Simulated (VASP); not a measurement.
# Ag (P6_3/mmc) in VASP: a series of runs, part 2 of 2

VASP 6.6.1. The steps go on from the part before.

## (4) Relaxation of cell and atoms, PBEsol

This run uses another cell than the first one, of 16.64 Å³/atom, 1.996 times its volume.

File INCAR:

```
SYSTEM = Ag
ALGO     = Normal         ! electronic algorithm
EDIFF    = 1E-7           ! SCF threshold, eV
EDIFFG   = -0.005         ! ionic threshold
ENCUT    = 600            ! plane-wave cutoff, eV
GGA      = PS             ! functional
IBRION   = 2              ! ionic algorithm
ISIF     = 3              ! what is computed and relaxed
ISMEAR   = -1             ! smearing method
LASPH    = .TRUE.         ! aspherical terms in the spheres
LCHARG   = .FALSE.        ! write CHGCAR
LREAL    = .FALSE.        ! projectors in reciprocal space
LWAVE    = .FALSE.        ! write WAVECAR
NELM     = 60             ! most SCF steps
NSW      = 60             ! ionic steps
PREC     = Accurate       ! precision mode
SIGMA    = 0.05           ! smearing width, eV
```

File KPOINTS:

```
k-points
0
G
  15 15 8
  0 0 0
```

File POSCAR:

```
Ag
1.0
    2.8730581783      0.0000000000      0.0000000000
   -1.4365290892      2.4881413690      0.0000000000
    0.0000000000      0.0000000000      4.6543542488
Ag
2
Direct
    0.3333333333      0.6666666667      0.2500000000
    0.6666666667      0.3333333333      0.7500000000
```

Potentials or basis: VASP PAW PBE potentials, release 64 (Ag).

The run is started by

```sh
$ cat potpaw_PBE.64/Ag/POTCAR > POTCAR
$ mpirun -np 1 vasp_std > vasp.out
```

OUTCAR:

```text
SYSTEM = Ag
   EDIFF = 1E-7
   EDIFFG = -0.005
   ENCUT = 600
   GGA = PS
   IBRION = 2
   ISIF = 3
   ISMEAR = -1
   LASPH = .TRUE.
   LREAL = .FALSE.
   NELM = 60
   NSW = 60
   PREC = Accurate

 ion  position               nearest neighbor table
   1  0.333  0.667  0.250-   2 2.86   2 2.86   2 2.86   2 2.86   2 2.86   2 2.86
   2  0.667  0.333  0.750-   1 2.86   1 2.86   1 2.86   1 2.86   1 2.86   1 2.86

  LATTYP: Found a hexagonal cell.
 ALAT       =     2.8730581783
 C/A-ratio  =     1.6200000000

  Lattice vectors:

 A1 = (   2.8730581783,   0.0000000000,   0.0000000000)
 A2 = (  -1.4365290892,   2.4881413690,   0.0000000000)
 A3 = (   0.0000000000,   0.0000000000,   4.6543542488)

Analysis of symmetry for initial positions (statically):
=====================================================================
 Subroutine PRICEL returns:
 Original cell was already a primitive cell.

 Routine SETGRP: Setting up the symmetry group for a
 hexagonal supercell.

 Subroutine GETGRP returns: Found 24 space group operations
 (whereof 12 operations were pure point group operations)
 out of a pool of 24 trial point group operations.

The static configuration has the point symmetry D_3d.
 The point group associated with its full space group is D_6h.

Analysis of symmetry for dynamics (positions and initial velocities):
=====================================================================
 Subroutine PRICEL returns:
 Original cell was already a primitive cell.

 Routine SETGRP: Setting up the symmetry group for a
 hexagonal supercell.

 Subroutine GETGRP returns: Found 24 space group operations
 (whereof 12 operations were pure point group operations)
 out of a pool of 24 trial point group operations.

The dynamic configuration has the point symmetry D_3d.
 The point group associated with its full space group is D_6h.

 Subroutine INISYM returns: Found 24 space group operations
 (whereof 12 operations are pure point group operations),
[... 132 lines left out ...]
 NGX is ok and might be reduce to    24
   NGX = 11   NGY = 11   NGZ = 19

--------------------------------------- Ionic step        1  -------------------------------------------

 number of electron      22.0000000 magnetization

 Free energy of the ion-electron system (eV)
  ---------------------------------------------------
  ext. energy  EPLUGINS =         0.00000000
  ---------------------------------------------------
  free energy    TOTEN  =        -6.60839537 eV

  energy without entropy =       -6.60347149  energy(sigma->0) =       -6.60593343

------------------------ aborting loop because EDIFF is reached ----------------------------------------

  FORCE on cell =-STRESS in cart. coord.  units (eV):
  Direction    XX          YY          ZZ          XY          YZ          ZX
  --------------------------------------------------------------------------------------
  -------------------------------------------------------------------------------------
  Total       -0.1974569     -0.1974569      0.4280594      0.0000000      0.0000000      0.0000000
  in kB       -9.5083241     -9.5083241     20.6127409      0.0000000      0.0000000      0.0000000
  external PRESSURE =       0.5320309 kB  Pullay stress =       0.0000000 kB
[... 167 lines left out ...]
--------------------------------------- Ionic step        6  -------------------------------------------

 number of electron      21.9999997 magnetization

 Free energy of the ion-electron system (eV)
  ---------------------------------------------------
  ext. energy  EPLUGINS =         0.00000000
  ---------------------------------------------------
  free energy    TOTEN  =        -6.61383476 eV

  energy without entropy =       -6.60948380  energy(sigma->0) =       -6.61165928

 E-fermi :   8.7424     XC(G=0): -12.5593

 val. band max:        8.5409655410   @ k =   0.4667   0.0000   0.3750
 cond. band min:       8.7691339839   @ k =   0.2667   0.2667   0.0000
 fundamental gap:      0.2281684429
 Fermi energy:         8.7424469931

 k-point     1 :       0.0000    0.0000    0.0000
  band No.  band energies     occupation
      1       0.5633      2.00000
      2       2.0068      2.00000
      3       3.6343      2.00000
      4       3.7971      2.00000
      5       3.7971      2.00000
      6       4.0337      2.00000
      7       4.0337      2.00000
      8       4.4921      2.00000
      9       4.4921      2.00000
     10       5.4947      2.00000
     11       5.4947      2.00000
     12       7.9263      2.00000
     13      12.0577      0.00000
     14      24.3871      0.00000
[... 401 lines left out ...]
      2       2.6255      2.00000
      3       2.8982      2.00000
      4       3.6661      2.00000
      5       3.9029      2.00000
      6       3.9608      2.00000
      7       4.3252      2.00000
      8       5.3743      2.00000
      9       5.4821      2.00000
     10       5.5674      2.00000
     11      10.0591      0.00000
     12      10.8912      0.00000
     13      15.3982      0.00000
     14      16.5078      0.00000
     15      16.9105      0.00000

 [... further k-points ...]
[... 5 lines left out ...]
  --------------------------------------------------------------------------------------
  -------------------------------------------------------------------------------------
  Total        0.0026607      0.0026607      0.0015450     -0.0000000      0.0000000      0.0000000
  in kB        0.1281272      0.1281272      0.0744011     -0.0000000      0.0000000      0.0000000
  external PRESSURE =       0.1102185 kB  Pullay stress =       0.0000000 kB
[... 17 lines left out ...]
  FREE ENERGIE OF THE ION-ELECTRON SYSTEM (eV)
  ---------------------------------------------------
  free  energy   TOTEN  =        -6.6138347603 eV

  energy  without entropy=       -6.6094837963  energy(sigma->0) =       -6.61165928

 reached required accuracy - stopping structural energy minimisation
```

CONTCAR:

```text
Ag
   1.00000000000000
     2.8490651469917490    0.0000000000004816   -0.0000000000000000
    -1.4245325735450398    2.4673627943719780   -0.0000000000000000
    -0.0000000000000000    0.0000000000000000    4.7328911540258423
  Ag
     2
Direct
     0.3333333332999970    0.6666666667000030    0.2500000000000000
     0.6666666667000030    0.3333333332999970    0.7500000000000000

  0.00000000E+00  0.00000000E+00  0.00000000E+00
  0.00000000E+00  0.00000000E+00  0.00000000E+00
```

Run time: 73 s. Hardware: 1 thread of Intel Xeon 6975P-C (Granite Rapids), shared host; peak memory 0.21 GiB.

Results:

```yaml
Free_energy: -6.6138 eV
Energy_gained_by_relaxing: 2.7 meV/atom
Ionic_steps: 6
Pressure_after_relaxing: 0.0 GPa
Band_gap_on_the_k_mesh: zero (band 11 reaches 12.78 eV, above the bottom of band 12 at 5.17 eV)
```

Step by step:
| step | energy change (eV) | largest force (eV/Å) | pressure (GPa) | volume (Å³) |
| --- | --- | --- | --- | --- |
| 1 | 0.0000 | 0.0000 | 0.05 | 33.27 |
| 2 | -0.0045 | 0.0000 | -0.09 | 33.30 |
| 3 | -0.0054 | 0.0000 | -0.13 | 33.31 |
| 4 | -0.0054 | 0.0000 | -0.14 | 33.31 |
| 5 | -0.0054 | 0.0000 | 0.15 | 33.23 |
| 6 | -0.0054 | 0.0000 | 0.01 | 33.27 |

Final structure:
```
CELL_PARAMETERS angstrom
2.84907 0.00000 0.00000
-1.42453 2.46736 0.00000
0.00000 0.00000 4.73289
ATOMIC_POSITIONS crystal
Ag 0.33333 0.66667 0.25000
Ag 0.66667 0.33333 0.75000
```

Caveat: the PAW data sets were made with another functional, which shifts forces and pressure a little.

## (5) The runs side by side

```csv
task,cell,gap on the mesh (eV),pressure (GPa)
relaxation of shape and atoms at fixed volume,"relaxed from a = 2.263, b = 2.263, c = 3.760 Å, angles 90.0, 90.0, 120.0°, 2 atoms",none,545.5
relaxation of shape and atoms at fixed volume,"relaxed from a = 2.732, b = 2.732, c = 4.540 Å, angles 90.0, 90.0, 120.0°, 2 atoms",none,21.3
relaxation of cell and atoms,"relaxed from a = 2.873, b = 2.873, c = 4.654 Å, angles 90.0, 90.0, 120.0°, 2 atoms",none,0.0
```

Alike in all rows: level PBEsol; potentials or basis VASP PAW PBE potentials, release 64 (Ag); no spin polarisation; k mesh 15 × 15 × 8; cutoff (eV) 600; smearing fermi-dirac 0.05 eV.

Caveats: the PAW data sets were made with another functional, which shifts forces and pressure a little.

Absolute energies hang on the potentials; compare differences alone.
